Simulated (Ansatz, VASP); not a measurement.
**Two plane-wave programs on KMgF3**

```
K Mg F
1.0
     4.15775    0.00000    0.00000
     0.00000    4.15775    0.00000
     0.00000    0.00000    3.89148
K Mg F
1 1 3
Direct
  0.50000 0.50000 0.50000
  0.00000 0.00000 0.00000
  0.50000 0.00000 0.00000
  0.00000 0.50000 0.00000
  0.00000 0.00000 0.50000
```

Change from the starting cell: epitaxial_xy strain +4.5%.

Alike in both runs: task single point; functional PBE; k mesh 6 × 6 × 6; occupations fermi-dirac, width 0.02 eV; no spin polarisation.

|  | VASP | Ansatz |
| --- | --- | --- |
| version | VASP 6.6.1 | Ansatz 0.2.0 |
| potentials or method | VASP PAW PBE potentials, release 64 (K_sv, Mg, F) | plane waves, PAW |
| plane-wave cutoff (eV) | 600 | 420 |
| valence electrons in the cell | 32 | 40 |

|  | VASP | Ansatz | Ansatz less VASP |
| --- | --- | --- | --- |
| gap on the k mesh at the Fermi level (eV) | 6.85 | 6.88 | +0.029 |
| pressure (GPa) | -0.7 | -0.2 | +0.54 |
| traceless stress, the component that is largest in VASP (GPa) | 3.91 | 3.91 | -0.001 |

With one functional, cell and mesh, what is left measures potentials, basis and numerics. VASP's potentials hold 32 valence electrons a cell and Ansatz's 40, so a difference there can come from the potentials and not from the codes.
